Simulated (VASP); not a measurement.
# Sb (P6_3/mmc) in VASP: a series of runs

Runs on Sb. Level: PBE. Tasks: single point.

Everything below comes from runs of VASP 6.6.1. Logs are shortened: lines on timing, memory, paths and dates and some standing lists are left out, and cuts for length are marked.

## 1. The cell of the first run

The structure is hexagonal, space group P6_3/mmc (No. 194). Conventional cell: a = 3.268 Å, b = 3.268 Å, c = 5.330 Å, α = 90.00°, β = 90.00°, γ = 120.00°. Sb (site symmetry -6m2) has 12 Sb at 3.27 Å within 4.3 Å.

## 2. Single point, PBE (equal xx and yy strain of -3 %)

INCAR reads:

```
PREC = Accurate
ENCUT = 520
EDIFF = 1E-6
ISMEAR = -1
SIGMA = 0.05
LREAL = F
LASPH = T
NELM = 60
ALGO = Normal
ISIF = 2
LWAVE = F
LCHARG = F
GGA = PE
NBANDS = 12
```

KPOINTS reads:

```
regular mesh
0
Gamma
  12 12 7
```

POSCAR reads:

```
Sb
1.0
    3.2679301741      0.0000000000      0.0000000000
   -1.6339650871      2.8301105486      0.0000000000
    0.0000000000      0.0000000000      5.3300000000
Sb
2
Direct
    0.3333333333      0.6666666667      0.2500000000
    0.6666666667      0.3333333333      0.7500000000
```

Potentials or basis: VASP PAW PBE potentials, release 64 (Sb).

Run with:

```sh
$ cat potpaw_PBE.64/Sb/POTCAR > POTCAR
$ mpirun -np 1 vasp_std > vasp.out
```

OUTCAR:

```text
PREC = Accurate
   ENCUT = 520
   EDIFF = 1E-6
   ISMEAR = -1
   LREAL = F
   LASPH = T
   NELM = 60
   ISIF = 2
   GGA = PE

 ion  position               nearest neighbor table
   1  0.333  0.667  0.250-   2 3.27   2 3.27   2 3.27   2 3.27   2 3.27   2 3.27
   2  0.667  0.333  0.750-   1 3.27   1 3.27   1 3.27   1 3.27   1 3.27   1 3.27

  LATTYP: Found a hexagonal cell.
 ALAT       =     3.2679301741
 C/A-ratio  =     1.6310018012

  Lattice vectors:

 A1 = (   3.2679301741,   0.0000000000,   0.0000000000)
 A2 = (  -1.6339650871,   2.8301105486,   0.0000000000)
 A3 = (   0.0000000000,   0.0000000000,   5.3300000000)

Analysis of symmetry for initial positions (statically):
=====================================================================
 Subroutine PRICEL returns:
 Original cell was already a primitive cell.

 Routine SETGRP: Setting up the symmetry group for a
 hexagonal supercell.

 Subroutine GETGRP returns: Found 24 space group operations
 (whereof 12 operations were pure point group operations)
 out of a pool of 24 trial point group operations.

The static configuration has the point symmetry D_3d.
 The point group associated with its full space group is D_6h.

Analysis of symmetry for dynamics (positions and initial velocities):
=====================================================================
 Subroutine PRICEL returns:
 Original cell was already a primitive cell.

 Routine SETGRP: Setting up the symmetry group for a
 hexagonal supercell.

 Subroutine GETGRP returns: Found 24 space group operations
 (whereof 12 operations were pure point group operations)
 out of a pool of 24 trial point group operations.

The dynamic configuration has the point symmetry D_3d.
 The point group associated with its full space group is D_6h.

 Subroutine INISYM returns: Found 24 space group operations
 (whereof 12 operations are pure point group operations),
 and found     1 'primitive' translations

----------------------------------------------------------------------------------------

                                     Primitive cell

  volume of cell :      49.2951

  direct lattice vectors                    reciprocal lattice vectors
     3.267930174  0.000000000  0.000000000     0.306004090  0.176671544  0.000000000
    -1.633965087  2.830110549  0.000000000     0.000000000  0.353343088  0.000000000
     0.000000000  0.000000000  5.330000000     0.000000000  0.000000000  0.187617261

  length of vectors
     3.267930174  3.267930174  5.330000000     0.353343088  0.353343088  0.187617261

  position of ions in fractional coordinates (direct lattice)
     0.333333333  0.666666667  0.250000000
     0.666666667  0.333333333  0.750000000

  ion indices of the primitive-cell ions
   primitive index   ion index
                 1           1
                 2           2

----------------------------------------------------------------------------------------

 KPOINTS: regular mesh

Automatic generation of k-mesh.
 Grid dimensions read from file:
 generate k-points for:   12   12    7

 Generating k-lattice:

  Cartesian coordinates                     Fractional coordinates (reciprocal lattice)
     0.025500341  0.014722629  0.000000000     0.083333333 -0.000000000  0.000000000
     0.000000000  0.029445257  0.000000000     0.000000000  0.083333333  0.000000000
     0.000000000  0.000000000  0.026802466     0.000000000  0.000000000  0.142857143

  Length of vectors
     0.029445257  0.029445257  0.026802466

  Shift w.r.t. Gamma in fractional coordinates (k-lattice)
     0.000000000  0.000000000  0.000000000

 Subroutine IBZKPT returns following result:
 ===========================================

 Found     76 irreducible k-points:

 Following reciprocal coordinates:
            Coordinates               Weight
  0.000000  0.000000  0.000000      1.000000
  0.083333  0.000000  0.000000      6.000000
  0.166667  0.000000  0.000000      6.000000
  0.250000  0.000000  0.000000      6.000000
  0.333333  0.000000  0.000000      6.000000
  0.416667  0.000000  0.000000      6.000000
[... 16 lines left out ...]
  0.250000  0.000000  0.142857     12.000000
  0.333333  0.000000  0.142857     12.000000
 [... further k-points ...]
   k-points           NKPTS =     76   k-points in BZ     NKDIM =     76   number of bands    NBANDS=     12
   number of dos      NEDOS =    301   number of ions     NIONS =      2
   total plane-waves  NPLWV =  23040
   dimension x,y,z NGX =    24 NGY =   24 NGZ =   40
   dimension x,y,z NGXF=    48 NGYF=   48 NGZF=   80
   ions per type =               2
   NGX,Y,Z   is equivalent  to a cutoff of  12.21, 12.21, 12.48 a.u.
   NGXF,Y,Z  is equivalent  to a cutoff of  24.42, 24.42, 24.95 a.u.
 SYSTEM =  unknown system
   PREC   = accura    normal or accurate (medium, high low for compatibility)
   ISTART =      0    job   : 0-new  1-cont  2-samecut
   ICHARG =      2    charge: 1-file 2-atom 10-const
   ISPIN  =      1    spin polarized calculation?
   LNONCOLLINEAR =      F non collinear calculations
   LSORBIT =      F    spin-orbit coupling
   LASPH  =      T    aspherical Exc in radial PAW
   ENCUT  =  520.0 eV  38.22 Ry    6.18 a.u.   6.08  6.08  9.91*2*pi/ulx,y,z
   NELM   =     60;   NELMIN=  2; NELMDL= -5     # of ELM steps
   EDIFF  = 0.1E-05   stopping-criterion for ELM
   LREAL  =      F    real-space projection
   EDIFFG = 0.1E-04   stopping-criterion for IOM
   NSW    =      0    number of steps for IOM
   IBRION =     -1    ionic relax: 0-MD 1-quasi-New 2-CG
   NFREE  =      0    steps in history (QN), initial steepest desc. (CG)
   ISIF   =      2    stress and relaxation
   ISYM   =      2    0-nonsym 1-usesym 2-fastsym
   POTIM  = 0.5000    time-step for ionic-motion
   TEBEG  =    0.0;   TEEND  =   0.0 temperature during run
   PSTRESS=    0.0 pullay stress
   NELECT =      10.0000    total number of electrons
   NUPDOWN=      -1.0000    fix difference up-down
   EMIN   =  10.00;   EMAX   =-10.00  energy-range for DOS
   EFERMI =   0.00;   METHOD = LEGACY
   ISMEAR =    -1;   SIGMA  =   0.05  broadening in eV -4-tet -1-fermi 0-gaus
   EFERMI_NEDOS =   21; number of points for ismear=-14 and -15
   IALGO  =     38    algorithm
   IMIX   =      4    mixing-type and parameters
     AMIX     =   0.40;   BMIX     =  1.00
     AMIX_MAG =   1.60;   BMIX_MAG =  1.00
  volume/ion in A,a.u.               =      24.65       166.33
  Fermi-wavevector in a.u.,A,eV,Ry     =   0.961923  1.817771 12.589418  0.925296
  Thomas-Fermi vector in A             =   2.091337
   LORBIT       =      0    0 simple, 1 ext, 2 COOP (PROOUT), +10 PAW based schemes
   GGA     = PE    functional components
   LHFCALC =     F    Hartree Fock is set to
   AEXX    =    0.0000 exact exchange contribution
   IVDW    =     0    specifies the selected vdW correction
   LEPSILON=     F    determine dielectric tensor
   LRPA    =     F    only Hartree local field effects (RPA)
 non-spin polarized calculation
  energy-cutoff  :      520.00
  volume of cell :       49.30
 maximum number of plane-waves:      1350
   NGX = 13   NGY = 13   NGZ = 19

 number of electron      10.0000001 magnetization

 Free energy of the ion-electron system (eV)
  ---------------------------------------------------
  ext. energy  EPLUGINS =         0.00000000
  ---------------------------------------------------
  free energy    TOTEN  =        -7.60093711 eV

  energy without entropy =       -7.59000860  energy(sigma->0) =       -7.59547286

 E-fermi :   9.7551     XC(G=0): -10.6230

 val. band max:        9.7358268123   @ k =   0.4167   0.0833   0.0000
 cond. band min:       9.7579851412   @ k =   0.1667   0.0833   0.4286
 fundamental gap:      0.0221583289
 Fermi energy:         9.7551457852

 k-point     1 :       0.0000    0.0000    0.0000
  band No.  band energies     occupation
      1      -3.9265      2.00000
      2       0.3597      2.00000
      3       3.3203      2.00000
      4      13.7158      0.00000
      5      13.7158      0.00000
      6      15.5309      0.00000
      7      15.5309      0.00000
      8      15.8543      0.00000
      9      17.8278      0.00000
     10      18.7660      0.00000
     11      20.0520      0.00000
     12      20.0520      0.00000

 k-point     2 :       0.0833    0.0000    0.0000
  band No.  band energies     occupation
      1      -3.7938      2.00000
      2       0.4790      2.00000
      3       3.4586      2.00000
      4      12.3616      0.00000
      5      13.1784      0.00000
      6      14.8416      0.00000
      7      15.6945      0.00000
      8      15.7080      0.00000
      9      17.9876      0.00000
     10      18.8473      0.00000
     11      20.0281      0.00000
     12      20.2193      0.00000

 k-point     3 :       0.1667    0.0000    0.0000
  band No.  band energies     occupation
      1      -3.3967      2.00000
      2       0.8307      2.00000
      3       3.8702      2.00000
      4      10.0295      0.00825
      5      12.2344      0.00000
      6      13.2481      0.00000
      7      15.0333      0.00000
      8      15.4947      0.00000
      9      16.5415      0.00000
     10      18.9235      0.00000
     11      19.7750      0.00000
     12      20.5346      0.00000
[... 286 lines left out ...]
 k-point    23 :       0.2500    0.0000    0.1429
  band No.  band energies     occupation
      1      -2.6303      2.00000
      2       0.8493      2.00000
      3       5.2493      2.00000
      4       7.8719      2.00000
      5      10.8057      0.00000
      6      11.4694      0.00000
      7      13.7154      0.00000
      8      14.5818      0.00000
      9      15.6000      0.00000
     10      17.6244      0.00000
     11      18.5128      0.00000
     12      20.3362      0.00000

 k-point    24 :       0.3333    0.0000    0.1429
  band No.  band energies     occupation
      1      -1.7290      2.00000
      2       1.5710      2.00000
      3       5.3738      2.00000
      4       6.5973      2.00000
      5       8.7634      2.00000
      6      10.7953      0.00000
      7      12.4065      0.00000
      8      13.9943      0.00000
      9      14.8500      0.00000
     10      17.1462      0.00000
     11      18.5878      0.00000
     12      19.8966      0.00000

 [... further k-points ...]

------------------------ aborting loop because EDIFF is reached ----------------------------------------

  FORCE on cell =-STRESS in cart. coord.  units (eV):
  Direction    XX          YY          ZZ          XY          YZ          ZX
  --------------------------------------------------------------------------------------
  -------------------------------------------------------------------------------------
  Total        2.5248933      2.5248933      2.1647310     -0.0000000      0.0000000      0.0000000
  in kB       82.0635384     82.0635384     70.3576197     -0.0000000      0.0000000      0.0000000
  external PRESSURE =      78.1615655 kB  Pullay stress =       0.0000000 kB

 VOLUME and BASIS-vectors are now :
 -----------------------------------------------------------------------------
  energy-cutoff  :      520.00
  volume of cell :       49.30
      direct lattice vectors                 reciprocal lattice vectors
     3.267930174  0.000000000  0.000000000     0.306004090  0.176671544  0.000000000
    -1.633965087  2.830110549  0.000000000     0.000000000  0.353343088  0.000000000
     0.000000000  0.000000000  5.330000000     0.000000000  0.000000000  0.187617261

 POSITION                                       TOTAL-FORCE (eV/Angst)
 -----------------------------------------------------------------------------------
     -0.00000      1.88674      1.33250         0.000000     -0.000000      0.000000
      1.63397      0.94337      3.99750        -0.000000      0.000000      0.000000
 -----------------------------------------------------------------------------------
    total drift:                               -0.000000      0.000000      0.000000

  FREE ENERGIE OF THE ION-ELECTRON SYSTEM (eV)
  ---------------------------------------------------
  free  energy   TOTEN  =        -7.6009371125 eV

  energy  without entropy=       -7.5900085986  energy(sigma->0) =       -7.59547286
```

Run time: 36 s. Hardware: 1 thread of Intel Xeon 6975P-C, shared host; peak memory 0.18 GiB.

What came out:

```
Free energy            : -7.6009 eV
Pressure               : 7.8 GPa
Band gap on the k mesh : zero (band 5 reaches 14.42 eV, above the bottom of band 6 at 6.50 eV)
```

Levels at points of the mesh, in eV from the Fermi level:
```tsv
k point	band 3	band 4	band 5	band 6	band 7	band 8
(0.00, 0.00, 0.00)	-6.43	3.96	3.96	5.78	5.78	6.10
(0.50, 0.00, 0.00)	-4.51	-3.32	-2.56	-0.32	0.36	4.06
```

Caveat: the cell differs from its parent crystal (equal xx and yy strain of -3 %); spin-orbit coupling is left out, which moves the levels of the heavy elements.

## 3. Single point, PBE (equal xx and yy strain of -1 %)

INCAR reads:

```
  PREC = Accurate
  ENCUT = 520
  EDIFF = 1E-6
  ISMEAR = -1
  SIGMA = 0.05
  LREAL = F
  LASPH = T
  NELM = 100
  ALGO = Normal
  ISIF = 2
  LWAVE = F
  LCHARG = T
  GGA = PE
  LELF = T
  LVHAR = T
  NBANDS = 12
```

KPOINTS is that of step 2.

POSCAR reads:

```
Sb
1.0
    3.3353101777      0.0000000000      0.0000000000
   -1.6676550889      2.8884633434      0.0000000000
    0.0000000000      0.0000000000      5.3300000000
Sb
2
Direct
    0.3333333333      0.6666666667      0.2500000000
    0.6666666667      0.3333333333      0.7500000000
```

Potentials or basis: VASP PAW PBE potentials, release 64 (Sb).

Run with:

```sh
$ cat potpaw_PBE.64/Sb/POTCAR > POTCAR
$ mpirun -np 1 vasp_std > vasp.out
```

OUTCAR:

```text
PREC = Accurate
   ENCUT = 520
   EDIFF = 1E-6
   ISMEAR = -1
   LREAL = F
   LASPH = T
   NELM = 100
   ISIF = 2
   GGA = PE

 ion  position               nearest neighbor table
   1  0.333  0.667  0.250-   2 3.29   2 3.29   2 3.29   2 3.29   2 3.29   2 3.29
   2  0.667  0.333  0.750-   1 3.29   1 3.29   1 3.29   1 3.29   1 3.29   1 3.29

  LATTYP: Found a hexagonal cell.
 ALAT       =     3.3353101777
 C/A-ratio  =     1.5980522698

  Lattice vectors:

 A1 = (   3.3353101777,   0.0000000000,   0.0000000000)
 A2 = (  -1.6676550889,   2.8884633434,   0.0000000000)
 A3 = (   0.0000000000,   0.0000000000,   5.3300000000)

Analysis of symmetry for initial positions (statically):
=====================================================================
 Subroutine PRICEL returns:
 Original cell was already a primitive cell.

 Routine SETGRP: Setting up the symmetry group for a
 hexagonal supercell.

 Subroutine GETGRP returns: Found 24 space group operations
 (whereof 12 operations were pure point group operations)
 out of a pool of 24 trial point group operations.

The static configuration has the point symmetry D_3d.
 The point group associated with its full space group is D_6h.

Analysis of symmetry for dynamics (positions and initial velocities):
=====================================================================
 Subroutine PRICEL returns:
 Original cell was already a primitive cell.

 Routine SETGRP: Setting up the symmetry group for a
 hexagonal supercell.

 Subroutine GETGRP returns: Found 24 space group operations
 (whereof 12 operations were pure point group operations)
 out of a pool of 24 trial point group operations.

The dynamic configuration has the point symmetry D_3d.
 The point group associated with its full space group is D_6h.

 Subroutine INISYM returns: Found 24 space group operations
 (whereof 12 operations are pure point group operations),
 and found     1 'primitive' translations

[... 123 lines left out ...]
   LEPSILON=     F    determine dielectric tensor
   LRPA    =     F    only Hartree local field effects (RPA)
 non-spin polarized calculation
  energy-cutoff  :      520.00
  volume of cell :       51.35
 maximum number of plane-waves:      1406
 NGX is ok and might be reduce to    28
   NGX = 13   NGY = 13   NGZ = 19

 number of electron      10.0000000 magnetization

 Free energy of the ion-electron system (eV)
  ---------------------------------------------------
  ext. energy  EPLUGINS =         0.00000000
  ---------------------------------------------------
  free energy    TOTEN  =        -7.68286395 eV

  energy without entropy =       -7.67107103  energy(sigma->0) =       -7.67696749

 E-fermi :   9.1910     XC(G=0): -10.4407

 val. band max:        9.1825122596   @ k =   0.4167   0.0833   0.4286
 cond. band min:       9.2124501790   @ k =   0.4167   0.0833   0.0000
 fundamental gap:      0.0299379194
 Fermi energy:         9.1910417119

 k-point     1 :       0.0000    0.0000    0.0000
  band No.  band energies     occupation
      1      -4.1495      2.00000
      2       0.1006      2.00000
      3       3.0710      2.00000
      4      12.7071      0.00000
      5      12.7071      0.00000
      6      14.5127      0.00000
      7      14.5127      0.00000
      8      15.2705      0.00000
      9      16.7974      0.00000
     10      18.0634      0.00000
     11      19.1986      0.00000
     12      19.1986      0.00000
[... 331 lines left out ...]
 k-point    24 :       0.3333    0.0000    0.1429
  band No.  band energies     occupation
      1      -2.0740      2.00000
      2       1.1336      2.00000
      3       4.8982      2.00000
      4       6.2434      2.00000
      5       8.1845      2.00000
      6      10.0165      0.00000
      7      11.7620      0.00000
      8      13.1884      0.00000
      9      14.1619      0.00000
     10      16.4622      0.00000
     11      18.1378      0.00000
     12      19.1109      0.00000

 [... further k-points ...]

------------------------ aborting loop because EDIFF is reached ----------------------------------------

  FORCE on cell =-STRESS in cart. coord.  units (eV):
  Direction    XX          YY          ZZ          XY          YZ          ZX
  --------------------------------------------------------------------------------------
  -------------------------------------------------------------------------------------
  Total        1.5317633      1.5317633      1.1789978     -0.0000000     -0.0000000      0.0000000
  in kB       47.7938410     47.7938410     36.7869088     -0.0000000     -0.0000000      0.0000000
  external PRESSURE =      44.1248636 kB  Pullay stress =       0.0000000 kB

 VOLUME and BASIS-vectors are now :
 -----------------------------------------------------------------------------
  energy-cutoff  :      520.00
  volume of cell :       51.35
      direct lattice vectors                 reciprocal lattice vectors
     3.335310178  0.000000000  0.000000000     0.299822189  0.173102422  0.000000000
    -1.667655089  2.888463343  0.000000000     0.000000000  0.346204844  0.000000000
     0.000000000  0.000000000  5.330000000     0.000000000  0.000000000  0.187617261

 POSITION                                       TOTAL-FORCE (eV/Angst)
 -----------------------------------------------------------------------------------
     -0.00000      1.92564      1.33250        -0.000000     -0.000000      0.000000
      1.66766      0.96282      3.99750         0.000000      0.000000      0.000000
 -----------------------------------------------------------------------------------
    total drift:                               -0.000000      0.000000     -0.000000

  FREE ENERGIE OF THE ION-ELECTRON SYSTEM (eV)
  ---------------------------------------------------
  free  energy   TOTEN  =        -7.6828639540 eV

  energy  without entropy=       -7.6710710341  energy(sigma->0) =       -7.67696749
```

stdout:

```text
POSCAR found type information on POSCAR Sb
 POSCAR found :  1 types and       2 ions
 scaLAPACK will be used
 LDA part: xc-table for (Slater+PW92), standard interpolation
 POSCAR, INCAR and KPOINTS ok, starting setup
 FFT: planning ... GRIDC
 FFT: planning ... GRID_SOFT
 FFT: planning ... GRID
 WAVECAR not read
 entering main loop
```

It took 63 s on 1 thread of Intel Xeon 6975P-C, shared host; peak memory 0.2 GiB.

What came out:

- Free energy: -7.6829 eV
- Pressure: 4.4 GPa
- Band gap on the k mesh: zero (band 5 reaches 13.40 eV, above the bottom of band 6 at 6.13 eV)

Stress tensor (GPa, compression positive):
```
4.78 0.00 0.00
0.00 4.78 0.00
0.00 0.00 3.68
```

Levels at points of the mesh, in eV from the Fermi level:
```csv
k point,band 1,band 2,band 3,band 4,band 5,band 6,band 7,band 8,band 9,band 10
"(0.00, 0.00, 0.00)",-13.34,-9.09,-6.12,3.52,3.52,5.32,5.32,6.08,7.61,8.87
"(0.50, 0.00, 0.00)",-9.63,-8.25,-4.34,-3.05,-2.47,-0.25,0.18,3.86,4.27,7.57
```

Caveat: the cell differs from its parent crystal (equal xx and yy strain of -1 %); spin-orbit coupling is left out, which moves the levels of the heavy elements.
